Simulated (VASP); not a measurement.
Input of a VASP 6.6.1 run:

Contents of INCAR:

```
PREC = Accurate ; ENCUT = 600
EDIFF = 1E-6 ; ISMEAR = 0
SIGMA = 0.1 ; LREAL = False
LASPH = True ; NELM = 100
ALGO = Fast ; ISIF = 3
LWAVE = False ; LCHARG = False
GGA = PE ; IBRION = 2
NSW = 100 ; EDIFFG = -0.01
```

Contents of KPOINTS:

```
regular mesh
0
Gamma
  6 6 14
```

The input POSCAR:

```
Mg2Be
1.0
    6.5763999834      0.0000000000      0.0000000000
    0.0000000000      6.5763999834      0.0000000000
    0.0000000000      0.0000000000      2.8623465183
Mg Be
4 2
Direct
    0.2709381689      0.2709381689      0.0000000000
    0.2290618311      0.7709381689      0.5000000000
    0.7290618311      0.7290618311      0.0000000000
    0.7709381689      0.2290618311      0.5000000000
    0.0000000000      0.0000000000      0.0000000000
    0.5000000000      0.5000000000      0.5000000000
```

Potentials or basis: VASP PAW PBE potentials, release 64 (Mg, Be).

The run is started by

```console
$ cat potpaw_PBE.64/Mg/POTCAR potpaw_PBE.64/Be/POTCAR > POTCAR
$ mpirun -np 1 vasp_std > vasp.out
```

Task: Predict the space group after relaxing (to 0.1 Å).

Result: P4_2/mnm (No. 136).

Task: Predict the band gap on the k mesh.

Result: Zero (bands 6 and 7 overlap by 1.78 eV).

Forces in eV/Å, atoms in the order of the input:
```
Mg   0.007  0.007  0.000
Mg  -0.007  0.007  0.000
Mg  -0.007 -0.007  0.000
Mg   0.007 -0.007  0.000
Be   0.000  0.000  0.000
Be   0.000  0.000  0.000
```
